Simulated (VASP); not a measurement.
# CdSe in VASP: further runs

CdSe is run at these levels: PBE; tasks: single point.

All numbers are computed with VASP 6.6.1; they aren't measurements. Logs are shortened: lines on timing, memory, paths and dates and some standing lists are left out, and cuts for length are marked.

## (1) The cell of the first run

It takes space group F-43m (No. 216, cubic). Conventional cell: a = 6.197 Å, b = 6.197 Å, c = 6.197 Å, α = 90.00°, β = 90.00°, γ = 90.00°. Cd (site symmetry -43m) has 4 Se at 2.68 Å within 3.5 Å. Se (site symmetry -43m) has 4 Cd at 2.68 Å within 3.5 Å.

## (2) Single point, PBE

Input file INCAR:

```
ALGO = Normal
EDIFF = 1E-6
ENCUT = 520
GGA = PE
ISIF = 2
ISMEAR = 0
LASPH = True
LCHARG = False
LREAL = False
LWAVE = False
NBANDS = 16
NELM = 60
PREC = Accurate
SIGMA = 0.05
```

Input file KPOINTS:

```
k-points
0
Gamma
  10 10 10
```

Input file POSCAR:

```
CdSe
1.0
    0.0000000000      3.0984146735      3.0984146735
    3.0984146735      0.0000000000      3.0984146735
    3.0984146735      3.0984146735      0.0000000000
Cd Se
1 1
Direct
    0.0000000000      0.0000000000      0.0000000000
    0.7500000000      0.7500000000      0.7500000000
```

Potentials or basis: VASP PAW PBE potentials, release 64 (Cd, Se).

Started as:

```bash
cat potpaw_PBE.64/Cd/POTCAR potpaw_PBE.64/Se/POTCAR > POTCAR
mpirun -np 1 vasp_std > vasp.out
```

OUTCAR:

```text
EDIFF = 1E-6
   ENCUT = 520
   GGA = PE
   ISIF = 2
   ISMEAR = 0
   LASPH = True
   LREAL = False
   NELM = 60
   PREC = Accurate

 ion  position               nearest neighbor table
   1  0.000  0.000  0.000-   2 2.68   2 2.68   2 2.68   2 2.68
   2  0.750  0.750  0.750-   1 2.68   1 2.68   1 2.68   1 2.68

  LATTYP: Found a face centered cubic cell.
 ALAT       =     6.1968293470

  Lattice vectors:

 A1 = (   0.0000000000,   3.0984146735,   3.0984146735)
 A2 = (   3.0984146735,   0.0000000000,   3.0984146735)
 A3 = (   3.0984146735,   3.0984146735,   0.0000000000)

Analysis of symmetry for initial positions (statically):
=====================================================================
 Subroutine PRICEL returns:
 Original cell was already a primitive cell.

 Routine SETGRP: Setting up the symmetry group for a
 face centered cubic supercell.

 Subroutine GETGRP returns: Found 24 space group operations
 (whereof 24 operations were pure point group operations)
 out of a pool of 48 trial point group operations.

The static configuration has the point symmetry T_d .

Analysis of symmetry for dynamics (positions and initial velocities):
=====================================================================
 Subroutine PRICEL returns:
 Original cell was already a primitive cell.

 Routine SETGRP: Setting up the symmetry group for a
 face centered cubic supercell.

 Subroutine GETGRP returns: Found 24 space group operations
 (whereof 24 operations were pure point group operations)
 out of a pool of 48 trial point group operations.

The dynamic configuration has the point symmetry T_d .

 Subroutine INISYM returns: Found 24 space group operations
 (whereof 24 operations are pure point group operations),
 and found     1 'primitive' translations

----------------------------------------------------------------------------------------

                                     Primitive cell

  volume of cell :      59.4906

  direct lattice vectors                    reciprocal lattice vectors
     0.000000000  3.098414674  3.098414674    -0.161372848  0.161372848  0.161372848
     3.098414674  0.000000000  3.098414674     0.161372848 -0.161372848  0.161372848
     3.098414674  3.098414674  0.000000000     0.161372848  0.161372848 -0.161372848

  length of vectors
     4.381820053  4.381820053  4.381820053     0.279505972  0.279505972  0.279505972

  position of ions in fractional coordinates (direct lattice)
     0.000000000  0.000000000  0.000000000
[... 66 lines left out ...]
   NGX,Y,Z   is equivalent  to a cutoff of  13.66, 13.66, 13.66 a.u.
   NGXF,Y,Z  is equivalent  to a cutoff of  27.32, 27.32, 27.32 a.u.
 SYSTEM =  unknown system
   PREC   = accura    normal or accurate (medium, high low for compatibility)
   ISTART =      0    job   : 0-new  1-cont  2-samecut
   ICHARG =      2    charge: 1-file 2-atom 10-const
   ISPIN  =      1    spin polarized calculation?
   LNONCOLLINEAR =      F non collinear calculations
   LSORBIT =      F    spin-orbit coupling
   LASPH  =      T    aspherical Exc in radial PAW
   ENCUT  =  520.0 eV  38.22 Ry    6.18 a.u.   8.15  8.15  8.15*2*pi/ulx,y,z
   NELM   =     60;   NELMIN=  2; NELMDL= -5     # of ELM steps
   EDIFF  = 0.1E-05   stopping-criterion for ELM
   LREAL  =      F    real-space projection
[... 7 lines left out ...]
   TEBEG  =    0.0;   TEEND  =   0.0 temperature during run
   PSTRESS=    0.0 pullay stress
   NELECT =      18.0000    total number of electrons
   NUPDOWN=      -1.0000    fix difference up-down
   EMIN   =  10.00;   EMAX   =-10.00  energy-range for DOS
   EFERMI =   0.00;   METHOD = LEGACY
   ISMEAR =     0;   SIGMA  =   0.05  broadening in eV -4-tet -1-fermi 0-gaus
   EFERMI_NEDOS =   21; number of points for ismear=-14 and -15
   IALGO  =     38    algorithm
   IMIX   =      4    mixing-type and parameters
     AMIX     =   0.40;   BMIX     =  1.00
     AMIX_MAG =   1.60;   BMIX_MAG =  1.00
  volume/ion in A,a.u.               =      29.75       200.73
  Fermi-wavevector in a.u.,A,eV,Ry     =   1.099047  2.076897 16.434525  1.207904
  Thomas-Fermi vector in A             =   2.235435
   LORBIT       =      0    0 simple, 1 ext, 2 COOP (PROOUT), +10 PAW based schemes
   GGA     = PE    functional components
   LHFCALC =     F    Hartree Fock is set to
   AEXX    =    0.0000 exact exchange contribution
   IVDW    =     0    specifies the selected vdW correction
   LEPSILON=     F    determine dielectric tensor
   LRPA    =     F    only Hartree local field effects (RPA)
 non-spin polarized calculation
 Gauss-broadening in eV      SIGMA  =   0.05
  energy-cutoff  :      520.00
  volume of cell :       59.49
 maximum number of plane-waves:      1639
 NGX is ok and might be reduce to    36
   NGX = 17   NGY = 17   NGZ = 17

 number of electron      18.0000000 magnetization

 Free energy of the ion-electron system (eV)
  ---------------------------------------------------
  ext. energy  EPLUGINS =         0.00000000
  ---------------------------------------------------
  free energy    TOTEN  =        -5.49992449 eV

  energy without entropy =       -5.49992449  energy(sigma->0) =       -5.49992449

 E-fermi :   0.7141     XC(G=0):  -8.6340

 val. band max:        0.5124552022   @ k =   0.0000   0.0000   0.0000
 cond. band min:       1.0052998933   @ k =   0.0000   0.0000   0.0000
 fundamental gap:      0.4928446912
 Fermi energy:         0.7141206946

 k-point     1 :       0.0000    0.0000    0.0000
  band No.  band energies     occupation
      1     -11.7831      2.00000
      2      -7.2487      2.00000
      3      -7.2487      2.00000
      4      -7.2487      2.00000
      5      -6.9313      2.00000
      6      -6.9313      2.00000
[... 433 lines left out ...]
      3      -7.0834      2.00000
      4      -7.0374      2.00000
      5      -6.8937      2.00000
      6      -6.7794      2.00000
[... 8 lines left out ...]
     15      12.5869      0.00000
     16      13.8667      0.00000

 [... further k-points ...]
[... 5 lines left out ...]
  --------------------------------------------------------------------------------------
  -------------------------------------------------------------------------------------
  Total        0.0852842      0.0852842      0.0852842      0.0000000     -0.0000000      0.0000000
  in kB        2.2968393      2.2968393      2.2968393      0.0000000     -0.0000000      0.0000000
  external PRESSURE =       2.2968393 kB  Pullay stress =       0.0000000 kB

 VOLUME and BASIS-vectors are now :
 -----------------------------------------------------------------------------
  energy-cutoff  :      520.00
  volume of cell :       59.49
      direct lattice vectors                 reciprocal lattice vectors
     0.000000000  3.098414674  3.098414674    -0.161372848  0.161372848  0.161372848
     3.098414674  0.000000000  3.098414674     0.161372848 -0.161372848  0.161372848
     3.098414674  3.098414674  0.000000000     0.161372848  0.161372848 -0.161372848

 POSITION                                       TOTAL-FORCE (eV/Angst)
 -----------------------------------------------------------------------------------
      0.00000      0.00000      0.00000        -0.000000     -0.000000     -0.000000
      4.64762      4.64762      4.64762         0.000000      0.000000      0.000000
 -----------------------------------------------------------------------------------
    total drift:                                0.000000      0.000000      0.000000

  FREE ENERGIE OF THE ION-ELECTRON SYSTEM (eV)
  ---------------------------------------------------
  free  energy   TOTEN  =        -5.4999244892 eV

  energy  without entropy=       -5.4999244892  energy(sigma->0) =       -5.49992449
```

OSZICAR:

```text
N       E                     dE             d eps       ncg     rms          rms(c)
DAV:   1     0.107492280257E+03    0.10749E+03   -0.86332E+03  1512   0.997E+02
DAV:   2    -0.176405809039E+01   -0.10926E+03   -0.10309E+03  1792   0.247E+02
DAV:   3    -0.586704071408E+01   -0.41030E+01   -0.40950E+01  1856   0.499E+01
DAV:   4    -0.588402924172E+01   -0.16989E-01   -0.16988E-01  1856   0.320E+00
DAV:   5    -0.588414019558E+01   -0.11095E-03   -0.11095E-03  1888   0.226E-01    0.553E+00
DAV:   6    -0.551926454292E+01    0.36488E+00   -0.55837E-01  2200   0.852E+00    0.447E+00
DAV:   7    -0.549869124470E+01    0.20573E-01   -0.13558E-01  1792   0.243E+00    0.197E+00
DAV:   8    -0.549958027109E+01   -0.88903E-03   -0.12128E-02  1704   0.131E+00    0.240E-01
DAV:   9    -0.549980440760E+01   -0.22414E-03   -0.13405E-03  1848   0.447E-01    0.490E-02
DAV:  10    -0.549987304932E+01   -0.68642E-04   -0.14799E-04  1904   0.148E-01    0.443E-02
DAV:  11    -0.549992471338E+01   -0.51664E-04   -0.84367E-05  1808   0.571E-02    0.174E-02
DAV:  12    -0.549992448920E+01    0.22417E-06   -0.13663E-06  1696   0.124E-02
   1 F= -.54999245E+01 E0= -.54999245E+01  d E =-.728769E-11
```

Run time: 75 s. Hardware: 1 thread of Intel Xeon 8259CL, shared host; peak memory 0.23 GiB.

What came out:

```
Free energy            : -5.4999 eV
Pressure               : 0.2 GPa
Band gap on the k mesh : 0.49 eV
```

Levels at points of the mesh, in eV from the valence-band top:
| k point | band 6 | band 7 | band 8 | band 9 | band 10 | band 11 | band 12 | band 13 |
| --- | --- | --- | --- | --- | --- | --- | --- | --- |
| (0.00, 0.00, 0.00) | -7.44 | 0.00 | 0.00 | 0.00 | 0.49 | 5.93 | 5.93 | 5.93 |
| (0.50, 0.00, 0.00) | -7.19 | -4.07 | -0.67 | -0.67 | 2.32 | 6.43 | 6.43 | 7.25 |
| (0.50, 0.50, 0.00) | -7.13 | -3.83 | -1.67 | -1.67 | 3.24 | 3.69 | 8.86 | 9.88 |

Caveat: semilocal functionals underestimate gaps, and a narrow one can read as zero.

## (3) Single point, PBE (engineering shear strain xz +0.0000, normal strain along z +0.0500)

Input file INCAR:

```
SYSTEM = CdSe
PREC     = Accurate       ! precision mode
ENCUT    = 520            ! plane-wave cutoff, eV
EDIFF    = 1E-7           ! SCF threshold, eV
ISMEAR   = 0              ! smearing method
SIGMA    = 0.05           ! smearing width, eV
LREAL    = .False.        ! projectors in reciprocal space
LASPH    = .True.         ! aspherical terms in the spheres
NELM     = 60             ! most SCF steps
ALGO     = Normal         ! electronic algorithm
ISIF     = 2              ! what is computed and relaxed
LWAVE    = .False.        ! write WAVECAR
LCHARG   = .False.        ! write CHGCAR
GGA      = PE             ! functional
NBANDS   = 16             ! bands
```

Input file KPOINTS:

```
Automatic mesh
0
Gamma
  10 10 10
  0 0 0
```

Input file POSCAR:

```
CdSe
1.0
    0.0000000000      3.2533354072      3.0984146735
    3.0984146735      0.0000000000      3.0984146735
    3.0984146735      3.2533354072      0.0000000000
Cd Se
1 1
Direct
    0.0000000000      0.0000000000      0.0000000000
    0.7500000000      0.7500000000      0.7500000000
```

Potentials or basis: VASP PAW PBE potentials, release 64 (Cd, Se).

Started as:

```bash
cat potpaw_PBE.64/Cd/POTCAR potpaw_PBE.64/Se/POTCAR > POTCAR
mpirun -np 1 vasp_std > vasp.out
```

Wall time 2.8 min (1 thread of Intel Xeon 8259CL, shared host); peak memory 0.27 GiB.

Results (log left out):

| Property | Result |
| --- | --- |
| Free energy | -5.4786 eV |
| Pressure | -1.8 GPa |
| Band gap on the k mesh | 0.33 eV |

Stress tensor (GPa, compression positive):
```
-1.47  0.00  0.00
 0.00 -2.48  0.00
 0.00  0.00 -1.47
```

Levels at points of the mesh, in eV from the valence-band top:
```
           k point  band 6  band 7  band 8  band 9  band 10  band 11  band 12  band 13
(0.00, 0.00, 0.00)   -7.41   -0.15    0.00    0.00     0.33     5.87     5.87     5.89
(0.50, 0.00, 0.00)   -7.19   -3.86   -0.76   -0.56     2.18     6.22     6.51     7.05
(0.50, 0.50, 0.00)   -7.12   -3.59   -1.65   -1.60     3.23     3.45     8.72     9.26
(0.50, 0.00, 0.50)   -7.18   -3.83   -1.45   -1.45     3.36     3.81     8.34     9.58
```

Caveat: the cell differs from its parent crystal (engineering shear strain xz +0.0000, normal strain along z +0.0500); semilocal functionals underestimate gaps, and a narrow one can read as zero.
